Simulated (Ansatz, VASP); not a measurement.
# Two plane-wave programs on CdS

```
Cd S
1.0
     3.89844    0.00000    0.00000
     0.00000    5.51149    0.00000
     0.00000    0.00000    3.89810
Cd S
2 2
Direct
  0.50000 0.50000 0.24303
  0.00000 0.00000 0.75697
  0.50000 0.00000 0.25516
  0.00000 0.50000 0.74484
```

Alike in both runs: task single point; functional PBEsol; k mesh 8 × 6 × 8; no spin polarisation.

|  | VASP | Ansatz |
| --- | --- | --- |
| version | VASP 6.6.1 | Ansatz 0.2.0 |
| potentials or method | VASP PAW PBE potentials, release 64 (Cd, S) | plane waves, PAW |
| plane-wave cutoff (eV) | 500 | 420 |
| occupations | gaussian, width 0.01 eV | fixed |
| valence electrons in the cell | 36 | 52 |

Ansatz gave:

```
pressure (GPa) : -4.6
```

**Question.** What did VASP give for the same quantities?

**Answer.** Pressure (GPa): -4.2.

VASP's potentials were made for PBE, not for PBEsol. VASP's potentials hold 36 valence electrons a cell and Ansatz's 52, so a difference there can come from the potentials and not from the codes.
